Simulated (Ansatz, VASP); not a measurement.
**Two plane-wave programs on Ti**

```
Ti
1.0
     2.95000    0.00000    0.00000
     1.47500    2.55477    0.00000
     0.00000    0.00000   30.04000
Ti
7
Cartesian
  0.0000 0.0000 8.1820
  2.9500 1.7032 10.3335
  0.0000 0.0000 12.7188
  2.9500 1.7032 15.0200
  0.0000 0.0000 17.3212
  2.9500 1.7032 19.7065
  0.0000 0.0000 21.8580
```

Alike in both runs: functional PBE; k mesh 16 × 16 × 1; occupations gaussian, width 0.05 eV; no spin polarisation.

Ansatz relaxed the structure, and its values are those at the end. VASP's run is a single point on that final structure, the one shown.

|  | VASP | Ansatz |
| --- | --- | --- |
| version | VASP 6.6.1 | Ansatz 0.2.0 |
| potentials or method | VASP PAW PBE potentials, release 64 (Ti_sv) | scalar-relativistic, plane waves, PAW |
| plane-wave cutoff (eV) | 520 | 420 |
| valence electrons in the cell | 84 | 84 |

Ansatz gave:

| Property | Result |
| --- | --- |
| gap on the k mesh at the Fermi level (eV) | none |
| rms of the force components (eV/Å) | 0.001 |

**Question.** Estimate VASP's values.

**Answer.** gap on the k mesh at the Fermi level (eV): none; rms of the force components (eV/Å): 0.004.

A gap of «none» marks a metal or a gap that the smearing closes. With one functional, cell and mesh, what is left measures potentials, basis and numerics. Ansatz's warnings: xc potential rough in thin density.
